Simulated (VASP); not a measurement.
The system is CuI (Marshite).

```xyz
2
Lattice="3.0315 3.0315 0.0000 -3.0315 3.0315 0.0000 0.0000 3.0315 3.0315" Properties=species:S:1:pos:R:3 pbc="T T T"
Cu    1.5158    4.5473    1.5157
I     0.0000    0.0000    0.0000
```

| Item | Value |
| --- | --- |
| Program | VASP 6.6.1 |
| Task | relaxation of cell and atoms |
| Functional | LDA |
| Potentials or basis | VASP PAW LDA potentials, release 64 (Cu, I) |
| Cutoff | 600 eV |
| k mesh | 10 × 10 × 10 |
| Occupations | fermi-dirac, width 0.1 eV |
| Spin | no spin polarisation |

At the start: pressure -4.2 GPa; volume 27.86 Å³/atom.

Question: Where does the relaxation end?

Answer: Over 5 steps the energy falls by 39.3 meV/atom and the volume is 25.25 Å³/atom (-9.4 %); space group F-43m (No. 216, to 0.05 Å).

Step by step:
| step | energy change (eV) | largest force (eV/Å) | pressure (GPa) | volume (Å³) |
| --- | --- | --- | --- | --- |
| 1 | 0.0000 | 0.0000 | -4.25 | 55.72 |
| 2 | -0.0779 | 0.0000 | 0.43 | 49.97 |
| 3 | -0.0787 | 0.0000 | 0.12 | 50.36 |
| 4 | -0.0787 | 0.0000 | -0.04 | 50.49 |
| 5 | -0.0787 | 0.0000 | -0.01 | 50.49 |

Final structure:
```
Cu I
1.0
     2.93356    2.93356    0.00000
    -2.93356    2.93356    0.00000
     0.00000    2.93356    2.93356
Cu I
1 1
Direct
  0.75000 0.25000 0.50000
  0.00000 0.00000 0.00000
```
